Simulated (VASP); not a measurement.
Input of a VASP 6.6.1 run:

The input INCAR:

```
SYSTEM = B2SbI3
  ALGO = Normal
  EDIFF = 1E-6
  ENCUT = 520
  GGA = PE
  ISIF = 2
  ISMEAR = 0
  LASPH = .TRUE.
  LCHARG = .FALSE.
  LREAL = .FALSE.
  LWAVE = .FALSE.
  NBANDS = 25
  NELM = 60
  PREC = Accurate
  SIGMA = 0.1
```

KPOINTS

```
k-points
0
G
  10 10 4
  0 0 0
```

POSCAR

```
B2SbI3
1.0
    4.2825945538      0.0000000000      0.0000000000
    0.0000000000      4.2825945538      0.0000000000
    0.0000000000      0.0000000000     10.4016006151
B Sb I
2 1 3
Direct
    0.0000000000      0.5000000000      0.5974437103
    0.5000000000      0.0000000000      0.4025562897
    0.0000000000      0.0000000000      0.0000000000
    0.0000000000      0.5000000000      0.3722548952
    0.5000000000      0.0000000000      0.6277451048
    0.5000000000      0.5000000000      0.0000000000
```

Potentials or basis: VASP PAW PBE potentials, release 64 (B, Sb, I).

Launch:

```sh
$ cat potpaw_PBE.64/B/POTCAR potpaw_PBE.64/Sb/POTCAR potpaw_PBE.64/I/POTCAR > POTCAR
$ mpirun -np 1 vasp_std > vasp.out
```

(1) Predict the pressure.

(2) Predict the band gap on the k mesh.

Results:

(1) 0.0 GPa.

(2) zero (bands 16 and 17 overlap by 1.41 eV).

Caveat: spin-orbit coupling is left out, which moves the levels of the heavy elements; this functional lacks dispersion, which binds layers or chains, so the pressure and a relaxed spacing across them are unreliable.
